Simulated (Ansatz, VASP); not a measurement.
## Two plane-wave programs on SrTiO3

```
Sr Ti O
1.0
     4.02437    0.00000    0.00000
     0.00000    4.02437    0.00000
     0.00000    0.00000    3.83342
Sr Ti O
1 1 3
Direct
  0.00000 0.00000 0.00000
  0.50000 0.50000 0.50000
  0.50000 0.50000 0.00000
  0.50000 0.00000 0.50000
  0.00000 0.50000 0.50000
```

Alike in both runs: task single point; functional PBE; k mesh 4 × 4 × 6; occupations gaussian, width 0.1 eV; no spin polarisation.

```csv
,VASP,Ansatz
version,VASP 6.6.1,Ansatz 0.2.0
potentials or method,"VASP PAW PBE potentials, release 64 (Sr_sv, Ti_sv, O), cutoff 600 eV","scalar-relativistic, plane waves, PAW"
valence electrons in the cell,40,40
```

```tsv
	VASP	Ansatz	Ansatz less VASP
gap on the k mesh at the Fermi level (eV)	1.70	1.73	+0.031
least direct gap on the mesh (eV)	2.07	2.09	+0.023
pressure (GPa)	-1.9	-2.3	-0.42
traceless stress, the component that is largest in VASP (GPa)	7.08	6.97	-0.106
```

The functional is the same, so the differences come from potentials, cutoffs and numerics.
